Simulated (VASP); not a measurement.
Si2Mo: relaxation of cell and atoms with r2SCAN+rVV10

The system is Si2Mo.

```
CELL_PARAMETERS angstrom
-1.60000 1.60000 3.93050
1.60000 -1.60000 3.93050
1.60000 1.60000 -3.93050
ATOMIC_POSITIONS crystal
Si 0.33300 0.33300 0.00000
Si 0.66700 0.66700 0.00000
Mo 0.00000 0.00000 0.00000
```

```
Program                : VASP 6.6.1
Task                   : relaxation of cell and atoms
Functional             : r2SCAN
Dispersion             : rVV10
Potentials or basis    : VASP PAW PBE potentials, release 64 (Si, Mo_sv)
Cutoff                 : 600 eV
k mesh                 : 11 × 11 × 11
Occupations            : fermi-dirac, width 0.05 eV
Spin                   : no spin polarisation
Dipole correction      : no
Further INCAR settings : ALGO = Normal; EDIFF = 1e-07; IBRION = 2; EDIFFG = -0.05; NSW = 80; ISIF = 3
```

```
Relaxed volume                        : 13.35 Å³/atom
Relaxed cell                          : a = 4.514 Å, b = 4.514 Å, c = 4.514 Å, α = 138.44°, β = 138.44°, γ = 60.23°
Space group after relaxing (to 0.1 Å) : I4/mmm (No. 139)
Energy gained by relaxing             : 3.0 meV/atom
Ionic steps                           : 4
Pressure after relaxing               : -0.3 GPa
Largest force after relaxing          : 0.023 eV/Å
Band gap on the k mesh                : zero (bands 11 and 12 overlap by 0.87 eV)
```

Forces on the atoms (eV/Å):
```
Si   0.000  0.000 -0.023
Si   0.000  0.000  0.023
Mo   0.000  0.000  0.000
```

Stress tensor (GPa, compression positive):
```
-0.48  0.00  0.00
 0.00 -0.48  0.00
 0.00  0.00  0.16
```

The path:
```tsv
step	energy change (eV)	largest force (eV/Å)	pressure (GPa)	volume (Å³)
1	0.0000	0.3547	-1.84	40.25
2	-0.0004	0.0327	3.90	39.35
3	-0.0071	0.1687	1.00	39.79
4	-0.0091	0.0234	-0.27	40.06
```

Final structure:
```
CELL_PARAMETERS angstrom
-1.60149 1.60149 3.90473
1.60149 -1.60149 3.90473
1.60149 1.60149 -3.90473
ATOMIC_POSITIONS crystal
Si 0.33544 0.33544 0.00000
Si 0.66456 0.66456 0.00000
Mo 0.00000 0.00000 0.00000
```

Levels at points of the mesh, in eV from the Fermi level:
| k point | band 8 | band 9 | band 10 | band 11 | band 12 | band 13 | band 14 | band 15 |
| --- | --- | --- | --- | --- | --- | --- | --- | --- |
| (0.00, 0.00, 0.00) | -3.08 | -2.77 | -2.77 | 0.39 | 3.45 | 3.52 | 3.69 | 3.69 |

Wall time 28 min on 1 thread of Intel(R) Xeon(R) Platinum 8488C (Sapphire Rapids), with other jobs on the host, peak memory 0.46 GiB.

Caveat: the PAW data sets were made with another functional, which shifts forces and pressure a little; the relaxation stopped at a loose force limit of 0.05 eV/Å, so its end isn't a converged minimum.
